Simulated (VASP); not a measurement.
# MgSi2N2 (P-3m1) in VASP: further runs

Runs on MgSi2N2. Level: PBE. Tasks: relaxation of cell and atoms, single point.

Program: VASP 6.6.1. These are calculated values, not measurements. Logs are shortened: lines on timing, memory, paths and dates and some standing lists are left out, and cuts for length are marked.

**1. The cell of the first run**

Symmetry: P-3m1, No. 164, trigonal system. The conventional cell has a = 4.111 Å, b = 4.111 Å, c = 4.439 Å, α = 90.00°, β = 90.00°, γ = 120.00°. Mg (site symmetry -3m) has 6 N at 2.37 Å and 6 Si at 2.82 Å within 3.1 Å. Within 2.0 Å of Si (site symmetry 3m) lie 1 N at 1.54 Å. N (site symmetry 3m) has 1 Si at 1.54 Å within 2.0 Å.

**2. Relaxation of cell and atoms, PBE**

File INCAR:

```
PREC     = Accurate       # precision mode
ENCUT    = 600            # plane-wave cutoff, eV
EDIFF    = 1E-7           # SCF threshold, eV
ISMEAR   = 0              # smearing method
SIGMA    = 0.1            # smearing width, eV
LREAL    = False          # projectors in reciprocal space
LASPH    = True           # aspherical terms in the spheres
NELM     = 100            # most SCF steps
ALGO     = Normal         # electronic algorithm
ISIF     = 3              # what is computed and relaxed
LWAVE    = False          # write WAVECAR
LCHARG   = False          # write CHGCAR
GGA      = PE             # functional
IBRION   = 2              # ionic algorithm
NSW      = 90             # ionic steps
EDIFFG   = -0.04          # ionic threshold
```

File KPOINTS:

```
regular mesh
0
Gamma
  6 6 4
```

File POSCAR:

```
MgSi2N2
1.0
    4.1114984100      0.0000000000      0.0000000000
   -2.0557492100      3.5606620700      0.0000000000
    0.0000000000      0.0000000000      4.4391881200
Mg Si N
1 2 2
Direct
    0.0000000000      0.0000000000      0.0000000000
    0.3333333300      0.6666666700      0.3446297500
    0.6666666700      0.3333333300      0.6553702500
    0.3333333300      0.6666666700      0.9983480300
    0.6666666700      0.3333333300      0.0016519700
```

Potentials or basis: VASP PAW PBE potentials, release 64 (Mg, Si, N).

The run is started by

```sh
cat potpaw_PBE.64/Mg/POTCAR potpaw_PBE.64/Si/POTCAR potpaw_PBE.64/N/POTCAR > POTCAR
mpirun -np 1 vasp_std > vasp.out
```

OUTCAR:

```text
PREC = Accurate
   ENCUT = 600
   EDIFF = 1E-7
   ISMEAR = 0
   LREAL = False
   LASPH = True
   NELM = 100
   ISIF = 3
   GGA = PE
   IBRION = 2
   NSW = 90
   EDIFFG = -0.04

 ion  position               nearest neighbor table
   1  0.000  0.000  0.000-   4 2.37   5 2.37   5 2.37   4 2.37   5 2.37   4 2.37   2 2.82   3 2.82
                             2 2.82   3 2.82   3 2.82   2 2.82
   2  0.333  0.667  0.345-   4 1.54   3 2.75   3 2.75   3 2.75   1 2.82   1 2.82   1 2.82
   3  0.667  0.333  0.655-   5 1.54   2 2.75   2 2.75   2 2.75   1 2.82   1 2.82   1 2.82
   4  0.333  0.667  0.998-   2 1.54   1 2.37   1 2.37   1 2.37
   5  0.667  0.333  0.002-   3 1.54   1 2.37   1 2.37   1 2.37

  LATTYP: Found a hexagonal cell.
 ALAT       =     4.1114984100
 C/A-ratio  =     1.0797007994

  Lattice vectors:

 A1 = (   4.1114984100,   0.0000000000,   0.0000000000)
 A2 = (  -2.0557492100,   3.5606620700,   0.0000000000)
 A3 = (   0.0000000000,   0.0000000000,   4.4391881200)

Analysis of symmetry for initial positions (statically):
=====================================================================
 Subroutine PRICEL returns:
 Original cell was already a primitive cell.

 Routine SETGRP: Setting up the symmetry group for a
 hexagonal supercell.

 Subroutine GETGRP returns: Found 12 space group operations
 (whereof 12 operations were pure point group operations)
 out of a pool of 24 trial point group operations.

The static configuration has the point symmetry D_3d.

Analysis of symmetry for dynamics (positions and initial velocities):
=====================================================================
 Subroutine PRICEL returns:
 Original cell was already a primitive cell.

 Routine SETGRP: Setting up the symmetry group for a
 hexagonal supercell.

 Subroutine GETGRP returns: Found 12 space group operations
 (whereof 12 operations were pure point group operations)
 out of a pool of 24 trial point group operations.

The dynamic configuration has the point symmetry D_3d.

 Subroutine INISYM returns: Found 12 space group operations
 (whereof 12 operations are pure point group operations),
 and found     1 'primitive' translations

----------------------------------------------------------------------------------------

                                     Primitive cell

  volume of cell :      64.9882

  direct lattice vectors                    reciprocal lattice vectors
     4.111498410  0.000000000  0.000000000     0.243220330  0.140423323  0.000000000
    -2.055749210  3.560662070  0.000000000     0.000000000  0.280846646  0.000000000
     0.000000000  0.000000000  4.439188120     0.000000000  0.000000000  0.225266417

  length of vectors
     4.111498410  4.111498412  4.439188120     0.280846646  0.280846646  0.225266417

  position of ions in fractional coordinates (direct lattice)
     0.000000000  0.000000000  0.000000000
     0.333333330  0.666666670  0.344629750
     0.666666670  0.333333330  0.655370250
     0.333333330  0.666666670  0.998348030
     0.666666670  0.333333330  0.001651970

  ion indices of the primitive-cell ions
   primitive index   ion index
                 1           1
                 2           2
                 3           3
                 4           4
                 5           5

----------------------------------------------------------------------------------------

 KPOINTS: regular mesh

Automatic generation of k-mesh.
 Grid dimensions read from file:
 generate k-points for:    6    6    4

 Generating k-lattice:

  Cartesian coordinates                     Fractional coordinates (reciprocal lattice)
     0.040536722  0.023403887  0.000000000     0.166666667  0.000000000  0.000000000
     0.000000000  0.046807774  0.000000000     0.000000000  0.166666667  0.000000000
     0.000000000  0.000000000  0.056316604     0.000000000  0.000000000  0.250000000

  Length of vectors
     0.046807774  0.046807774  0.056316604

  Shift w.r.t. Gamma in fractional coordinates (k-lattice)
     0.000000000  0.000000000  0.000000000

[... 41 lines left out ...]
[... 98 lines left out ...]
  FREE ENERGIE OF THE ION-ELECTRON SYSTEM (eV)
  ---------------------------------------------------
  free  energy   TOTEN  =       -24.0749097707 eV

  energy  without entropy=      -24.0638304646  energy(sigma->0) =      -24.06937012

 E-fermi :   2.9116     XC(G=0):  -9.0780

 val. band max:        2.8984679773   @ k =   0.1667   0.1667   0.0000
 cond. band min:       2.9116825303   @ k =   0.1667  -0.0000   0.5000
 fundamental gap:      0.0132145530
 Fermi energy:         2.9116305193

 k-point     1 :       0.0000    0.0000    0.0000
  band No.  band energies     occupation
      1     -11.1642      2.00000
      2     -10.2729      2.00000
      3      -6.1042      2.00000
      4      -0.1915      2.00000
      5       0.1316      2.00000
      6       1.1367      2.00000
      7       1.1367      2.00000
      8       2.0440      2.00000
      9       2.0440      2.00000
     10       4.1403      0.00000
     11       4.1403      0.00000
     12       4.8133      0.00000
     13       6.9106      0.00000
     14       7.0282      0.00000
[... 377 lines left out ...]
      1     -10.4287      2.00000
      2     -10.4287      2.00000
      3      -3.5746      2.00000
      4      -3.5746      2.00000
      5      -1.0135      2.00000
      6      -0.1931      2.00000
      7       0.6652      2.00000
      8       0.6652      2.00000
      9       1.3585      2.00000
     10       1.3585      2.00000
     11       3.1508      0.00072
     12       8.2096      0.00000
     13       8.4388      0.00000
     14       8.4388      0.00000

 E-fermi :   4.2147     XC(G=0):  -9.9639

 val. band max:        4.1212594177   @ k =   0.1667   0.1667   0.0000
 cond. band min:       4.2248852333   @ k =   0.3333   0.1667   0.2500
 fundamental gap:      0.1036258156
 Fermi energy:         4.2146616531

 k-point     1 :       0.0000    0.0000    0.0000
  band No.  band energies     occupation
      1     -10.3869      2.00000
      2      -9.3685      2.00000
      3      -5.8967      2.00000
      4       0.4555      2.00000
      5       1.1978      2.00000
      6       3.1549      2.00000
      7       3.1549      2.00000
      8       3.8332      2.00000
      9       3.8332      2.00000
     10       6.3942      0.00000
     11       6.7500      0.00000
     12       6.7500      0.00000
     13       9.8289      0.00000
     14       9.8289      0.00000
[... 377 lines left out ...]
      1      -9.1943      2.00000
      2      -9.1943      2.00000
      3      -2.2884      2.00000
      4      -2.2884      2.00000
      5      -0.1313      2.00000
      6       0.9752      2.00000
      7       1.6156      2.00000
      8       1.6156      2.00000
      9       2.4015      2.00000
     10       2.4015      2.00000
     11       3.9658      1.99957
     12       8.9272      0.00000
     13       9.8776      0.00000
     14       9.8776      0.00000

[... ionic steps 4 to 43 ...]

--------------------------------------- Ionic step       44  -------------------------------------------

 number of electron      20.0000003 magnetization

------------------------ aborting loop because EDIFF is reached ----------------------------------------
[... 73 lines left out ...]
--------------------------------------- Ionic step       46  -------------------------------------------

 number of electron      20.0000004 magnetization

 Free energy of the ion-electron system (eV)
  ---------------------------------------------------
  ext. energy  EPLUGINS =         0.00000000
  ---------------------------------------------------
  free energy    TOTEN  =       -29.35344013 eV

  energy without entropy =      -29.34282611  energy(sigma->0) =      -29.34813312

 E-fermi :   4.2952     XC(G=0): -10.0112

 val. band max:        4.1992407936   @ k =   0.1667   0.1667   0.0000
 cond. band min:       4.3057171850   @ k =   0.3333   0.1667   0.2500
 fundamental gap:      0.1064763914
 Fermi energy:         4.2951614592

 k-point     1 :       0.0000    0.0000    0.0000
  band No.  band energies     occupation
      1     -10.3479      2.00000
      2      -9.3341      2.00000
      3      -5.8828      2.00000
      4       0.4920      2.00000
      5       1.2553      2.00000
      6       3.2788      2.00000
      7       3.2788      2.00000
      8       3.9380      2.00000
      9       3.9380      2.00000
     10       6.4483      0.00000
     11       6.9129      0.00000
     12       6.9129      0.00000
     13       9.9849      0.00000
     14       9.9849      0.00000
[... 421 lines left out ...]
  FREE ENERGIE OF THE ION-ELECTRON SYSTEM (eV)
  ---------------------------------------------------
  free  energy   TOTEN  =       -29.3534401316 eV

  energy  without entropy=      -29.3428261113  energy(sigma->0) =      -29.34813312

 reached required accuracy - stopping structural energy minimisation
```

Run time: 18 min. Hardware: 1 thread of AMD EPYC 7R43 (Zen 3), shared host; peak memory 0.2 GiB.

Results:

```
Free energy                            : -29.3534 eV
Relaxed volume                         : 13.80 Å³/atom
Relaxed cell                           : a = 3.438 Å, b = 3.438 Å, c = 6.740 Å, α = 90.00°, β = 90.00°, γ = 120.00°
Space group after relaxing (to 0.05 Å) : P-3m1 (No. 164)
Energy gained by relaxing              : 861.7 meV/atom
Ionic steps                            : 46
Pressure after relaxing                : -0.3 GPa
Largest force after relaxing           : 0.032 eV/Å
Band gap on the k mesh                 : zero (band 10 reaches 6.45 eV, above the bottom of band 11 at 3.52 eV)
```

Forces on the atoms (eV/Å):
```
Mg   0.000  0.000  0.000
Si   0.000  0.000  0.032
Si   0.000  0.000 -0.032
N    0.000  0.000  0.031
N    0.000  0.000 -0.031
```

The path:
| step | energy change (eV) | largest force (eV/Å) | pressure (GPa) | volume (Å³) |
| --- | --- | --- | --- | --- |
| 1 | 0.0000 | 7.6856 | 19.20 | 64.99 |
| 3 | 0.9699 | 2.6763 | -16.51 | 76.81 |
| 5 | -0.8971 | 2.9028 | -9.44 | 69.33 |
| 7 | -1.0911 | 1.8310 | -2.83 | 67.35 |
| 9 | -1.4808 | 1.5397 | -1.36 | 66.10 |
| 11 | -2.0207 | 0.3146 | 4.24 | 63.00 |
| 13 | -2.0928 | 0.9465 | -1.85 | 66.77 |
| 15 | -2.3186 | 0.2232 | -1.86 | 71.09 |
| 17 | -2.3480 | 0.7886 | -0.11 | 72.94 |
| 19 | -2.4302 | 0.9429 | -0.39 | 74.78 |
| 21 | -2.5754 | 3.1767 | 0.43 | 83.02 |
| 23 | -2.7189 | 3.0189 | -1.89 | 85.88 |
| 25 | -2.8495 | 2.6430 | -5.69 | 89.83 |
| 27 | -3.2053 | 1.2892 | -12.47 | 87.45 |
| 29 | -3.6507 | 1.3743 | -9.14 | 80.45 |
| 31 | -3.9116 | 1.7868 | -1.36 | 71.80 |
| 33 | -4.0109 | 0.2123 | 2.17 | 71.33 |
| 35 | -4.2177 | 0.5336 | -1.57 | 72.42 |
| 37 | -4.2613 | 0.7882 | -4.67 | 71.67 |
| 39 | -4.3018 | 0.2910 | -1.42 | 69.78 |
| 41 | -4.3068 | 0.1602 | 0.24 | 68.69 |
| 43 | -4.3078 | 0.1100 | 0.34 | 68.79 |
| 45 | -4.3086 | 0.0405 | -0.38 | 69.04 |
| 46 | -4.3086 | 0.0315 | -0.26 | 69.00 |

Final structure:
```yaml
crystal:
  lattice:
    - [3.43834, 0.00000, 0.00000]
    - [-1.71917, 2.97769, 0.00000]
    - [0.00000, 0.00000, 6.73951]
  atoms:
    - { symbol: Mg, position: [0.00000, 0.00000, 0.00000] }
    - { symbol: Si, position: [0.33333, 0.66667, 0.39810] }
    - { symbol: Si, position: [0.66667, 0.33333, 0.60190] }
    - { symbol: N, position: [0.33333, 0.66667, 0.15731] }
    - { symbol: N, position: [0.66667, 0.33333, 0.84269] }
```

Levels at points of the mesh, in eV from the Fermi level:
```tsv
k point	band 6	band 7	band 8	band 9	band 10	band 11	band 12	band 13	band 14
(0.00, 0.00, 0.00)	-1.02	-1.02	-0.36	-0.36	2.15	2.62	2.62	5.69	5.69
(0.50, 0.00, 0.00)	-3.98	-2.05	-1.40	-1.05	-0.73	0.83	2.82	4.26	4.27
(0.00, 0.00, 0.50)	-0.83	-0.83	-0.61	-0.61	1.05	2.75	2.75	5.55	5.55
(0.50, 0.00, 0.50)	-3.35	-2.14	-1.88	-1.64	-1.47	1.33	2.81	4.60	4.92
```

**3. Single point, PBE, collinear spin, ferromagnetic start**

File INCAR:

```
SYSTEM = MgSi2N2
ALGO = Normal ; EDIFF = 1E-6
ENCUT = 520 ; GGA = PE
ISIF = 2 ; ISMEAR = 0
ISPIN = 2 ; LASPH = .TRUE.
LCHARG = .TRUE. ; LELF = .TRUE.
LORBIT = 11 ; LREAL = .FALSE.
LVHAR = .TRUE. ; LWAVE = .FALSE.
MAGMOM = 0 0 0 1 1 ; NBANDS = 22
NELM = 150 ; PREC = Accurate
SIGMA = 0.1
```

File KPOINTS:

```
k-points
0
G
  6 6 4
  0 0 0
```

POSCAR is that of step 2.

Potentials or basis: VASP PAW PBE potentials, release 64 (Mg, Si, N).

The run is started by

```sh
cat potpaw_PBE.64/Mg/POTCAR potpaw_PBE.64/Si/POTCAR potpaw_PBE.64/N/POTCAR > POTCAR
mpirun -np 1 vasp_std > vasp.out
```

It took 1.7 min on 1 thread of AMD EPYC 7R43 (Zen 3), shared host; peak memory 0.21 GiB.

It converged, with:

```
Free energy                                           : -25.0419 eV
Pressure                                              : 19.2 GPa
Largest force                                         : 7.686 eV/Å
Band gap on the k mesh                                : zero (filled and empty bands overlap)
Net moment                                            : 0.00 μB per cell
Valence electrons inside the program's atomic spheres : Mg 0.32; Si 1.75; N 3.76
```

Forces in eV/Å, atoms in the order of the input:
```
Mg   0.000  0.000  0.000
Si   0.000  0.000  7.686
Si   0.000  0.000 -7.686
N    0.000  0.000 -4.181
N    0.000  0.000  4.181
```

Stress tensor (GPa, compression positive):
```
 3.12  0.00  0.00
 0.00  3.12  0.00
 0.00  0.00 51.45
```

Levels at points of the mesh, in eV from the Fermi level:
Spin up:
| k point | band 8 | band 9 | band 10 | band 11 | band 12 | band 13 |
| --- | --- | --- | --- | --- | --- | --- |
| (0.00, 0.00, 0.00) | -2.02 | -2.02 | 1.96 | 2.06 | 2.06 | 3.22 |
| (0.50, 0.00, 0.00) | -2.74 | -0.60 | -0.20 | 0.86 | 1.46 | 2.83 |
| (0.00, 0.00, 0.50) | -1.90 | -1.90 | 0.53 | 0.78 | 0.78 | 3.05 |
| (0.50, 0.00, 0.50) | -1.63 | -1.20 | -1.11 | 0.67 | 1.69 | 4.08 |
Spin down:
```csv
k point,band 6,band 7,band 8,band 9,band 10,band 11,band 12,band 13,band 14,band 15
"(0.00, 0.00, 0.00)",-4.90,-2.81,-2.02,-2.02,1.96,2.06,2.06,3.22,4.43,4.43
"(0.50, 0.00, 0.00)",-5.00,-4.33,-2.74,-0.60,-0.20,0.86,1.46,2.83,4.68,6.00
"(0.00, 0.00, 0.50)",-3.44,-1.98,-1.90,-1.90,0.53,0.78,0.78,3.05,3.05,4.03
"(0.50, 0.00, 0.50)",-4.89,-1.80,-1.63,-1.20,-1.11,0.67,1.69,4.08,4.73,7.15
```

Caveat: forces of over 1 eV/Å act on the atoms, so gaps and moduli don't describe the material at rest.

**4. Single point, PBE, collinear spin, ferromagnetic start**

This run uses another cell than the first one, of 13.94 Å³/atom, 1.073 times its volume.

File INCAR:

```
SYSTEM = MgSi2N2
  ALGO = Normal
  EDIFF = 1E-6
  ENCUT = 520
  GGA = PE
  ISIF = 2
  ISMEAR = 0
  ISPIN = 2
  LASPH = .True.
  LCHARG = .False.
  LORBIT = 11
  LREAL = .False.
  LWAVE = .False.
  MAGMOM = 0 0 0 1 1
  NBANDS = 22
  NELM = 150
  PREC = Accurate
  SIGMA = 0.1
```

File KPOINTS:

```
k-points
0
Gamma
  6 6 4
  0 0 0
```

File POSCAR:

```
MgSi2N2
1.0
    3.4002711230      0.0000000000      0.0000000000
   -1.7001355615      2.9447211723      0.0000000000
    0.0000000000      0.0000000000      6.9613389887
Mg Si N
1 2 2
Direct
    0.0000000000      0.0000000000      0.0000000000
    0.3333333333      0.6666666667      0.3962185641
    0.6666666667      0.3333333333      0.6037814359
    0.3333333333      0.6666666667      0.1627481867
    0.6666666667      0.3333333333      0.8372518133
```

The run is started by

```sh
cat potpaw_PBE.64/Mg/POTCAR potpaw_PBE.64/Si/POTCAR potpaw_PBE.64/N/POTCAR > POTCAR
mpirun -np 1 vasp_std > vasp.out
```

Run time: 2.8 min. Hardware: 1 thread of AMD EPYC 7R43 (Zen 3), shared host; peak memory 0.23 GiB.

Results (log left out):

```
Free energy                                           : -29.6915 eV
Pressure                                              : -0.1 GPa
Largest force                                         : 0.077 eV/Å
Band gap on the k mesh                                : zero (filled and empty bands overlap)
Net moment                                            : 0.00 μB per cell
Valence electrons inside the program's atomic spheres : Mg 0.30; Si 1.72; N 3.72
```

Forces on the atoms (eV/Å):
```
Mg   0.000  0.000  0.000
Si   0.000  0.000  0.077
Si   0.000  0.000 -0.077
N    0.000  0.000 -0.066
N    0.000  0.000  0.066
```

Stress tensor (GPa, compression positive):
```
-0.29  0.00  0.00
 0.00 -0.29  0.00
 0.00  0.00  0.17
```

Levels at points of the mesh, in eV from the Fermi level:
Spin up:
```tsv
k point	band 7	band 8	band 9	band 10	band 11	band 12	band 13	band 14
(0.00, 0.00, 0.00)	-0.80	-0.26	-0.26	1.91	2.91	2.91	5.57	5.89
(0.50, 0.00, 0.00)	-1.82	-1.63	-1.27	-0.70	1.01	3.00	3.94	3.94
(0.00, 0.00, 0.50)	-0.64	-0.47	-0.47	0.84	3.01	3.01	5.78	5.78
(0.50, 0.00, 0.50)	-2.33	-2.00	-1.48	-1.29	1.40	2.97	4.24	4.60
```
Spin down:
```
           k point  band 8  band 9  band 10  band 11  band 12  band 13
(0.00, 0.00, 0.00)   -0.26   -0.26     1.91     2.91     2.91     5.57
(0.50, 0.00, 0.00)   -1.63   -1.27    -0.70     1.01     3.00     3.94
(0.00, 0.00, 0.50)   -0.47   -0.47     0.84     3.01     3.01     5.78
(0.50, 0.00, 0.50)   -2.00   -1.48    -1.29     1.40     2.97     4.24
```

**5. The runs side by side**

```csv
task,spin,cell,cutoff (eV),gap on the mesh (eV),pressure (GPa),moment (μB),largest force (eV/Å)
relaxation of cell and atoms,off,"relaxed from a = 4.111, b = 4.111, c = 4.439 Å, angles 90.0, 90.0, 120.0°, 5 atoms",600,none,-0.3,-,0.03
single point,"collinear, ferromagnetic start","a = 4.111, b = 4.111, c = 4.439 Å, angles 90.0, 90.0, 120.0°, 5 atoms",520,none,19.2,0.00,7.69
single point,"collinear, ferromagnetic start","a = 3.400, b = 3.400, c = 6.961 Å, angles 90.0, 90.0, 120.0°, 5 atoms",520,none,-0.1,0.00,0.08
```

Alike in all rows: level PBE; potentials or basis VASP PAW PBE potentials, release 64 (Mg, Si, N); k mesh 6 × 6 × 4; smearing gaussian 0.1 eV.

Caveats: forces of over 1 eV/Å act on the atoms, so gaps and moduli don't describe the material at rest (some runs).

Absolute energies hang on the potentials; compare differences alone.
